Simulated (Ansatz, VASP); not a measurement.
## Sn in VASP and in Ansatz

```xyz
1
Lattice="-1.8378 1.8378 1.9231 1.8378 -1.8378 1.9231 1.8378 1.8378 -1.9231" Properties=species:S:1:pos:R:3 pbc="T T T"
Sn    0.0000    0.0000    0.0000
```

Change from the starting cell: strain -0.030 along x and y, +0.015 along z, atoms carried along.

Alike in both runs: task single point; functional PBEsol; k mesh 18 × 18 × 18; occupations gaussian, width 0.15 eV; no spin polarisation.

```csv
,VASP,Ansatz
version,VASP 6.6.1,Ansatz 0.2.0
potentials or method,"VASP PAW PBE potentials, release 64 (Sn_d), cutoff 520 eV","scalar-relativistic, plane waves, PAW"
valence electrons in the cell,14,14
```

VASP gave:

- gap on the k mesh at the Fermi level (eV): none
- pressure (GPa): 0.4
- traceless stress, the component that is largest in VASP (GPa): 0.54

Q: What did Ansatz give for the same quantities?

A: gap on the k mesh at the Fermi level (eV): none; pressure (GPa): 0.5; traceless stress, the component that is largest in VASP (GPa): 0.55.

VASP's potentials were made for PBE, not for PBEsol. A gap of «none» marks a metal or a gap that the smearing closes.
